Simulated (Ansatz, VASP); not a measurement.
**Al3Cl in VASP and in Ansatz**

```xyz
4
Lattice="3.0209 0.0000 0.0000 -1.5104 2.6161 0.0000 0.0000 0.0000 10.1247" Properties=species:S:1:pos:R:3 pbc="T T T"
Al    0.0000    0.0000    7.7986
Al    0.0000    0.0000    2.3261
Al    0.0000    0.0000    5.0623
Cl    0.0000    0.0000    0.0000
```

Alike in both runs: functional PBE; k mesh 6 × 6 × 3; occupations gaussian, width 0.2 eV; no spin polarisation.

Ansatz relaxed the structure, and its values are those at the end. VASP's run is a single point on that final structure, the one shown.

|  | VASP | Ansatz |
| --- | --- | --- |
| version | VASP 6.6.1 | Ansatz 0.2.0 |
| potentials or method | VASP PAW PBE potentials, release 64 (Al, Cl), cutoff 500 eV | scalar-relativistic, plane waves, PAW |
| valence electrons in the cell | 16 | 16 |

```csv
,VASP,Ansatz,Ansatz less VASP
gap on the k mesh at the Fermi level (eV),none,none,-
pressure (GPa),-0.2,-0.1,+0.08
rms of the force components (eV/Å),0.025,0.022,-0.0025
```

A gap of «none» marks a metal or a gap that the smearing closes. With one functional, cell and mesh, what is left measures potentials, basis and numerics.

The k mesh is coarse, so the values compare programs but aren't converged.
